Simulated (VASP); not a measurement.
Here is a VASP 6.6.1 calculation.

File INCAR:

```
  PREC = Accurate
  ENCUT = 600
  EDIFF = 1E-6
  ISMEAR = 1
  SIGMA = 0.2
  LREAL = False
  LASPH = True
  NELM = 200
  ALGO = Normal
  ISIF = 2
  LWAVE = False
  LCHARG = False
  ISPIN = 2
  MAGMOM = 0 1.8
  LORBIT = 11
  LMAXMIX = 4
  GGA = PS
  NBANDS = 21
  GGA_COMPAT = False
```

File KPOINTS:

```
Automatic mesh
0
Gamma
  4 4 4
```

The input POSCAR:

```
TaCo
1.0
    3.0683990000      0.0000000000      0.0000000000
    0.0000000000      3.0683990000      0.0000000000
    0.0000000000      0.0000000000      3.0683990000
Ta Co
1 1
Direct
    0.0000000000      0.0000000000      0.0000000000
    0.5000000000      0.5000000000      0.5000000000
```

Potentials or basis: VASP PAW PBE potentials, release 64 (Ta_pv, Co).

Command:

```bash
$ cat potpaw_PBE.64/Ta_pv/POTCAR potpaw_PBE.64/Co/POTCAR > POTCAR
$ mpirun -np 1 vasp_std > vasp.out
```

Problem. Estimate the pressure.

Solution. -11.0 GPa.

Problem. Estimate the site moments.

Solution. Ta +0.09; Co +0.25 μB.

Problem. What does it give for the net moment?

Solution. 0.36 μB per cell.

Caveat: the k points lie up to 0.51 Å⁻¹ apart; the PAW data sets were made with another functional, which shifts forces and pressure a little.
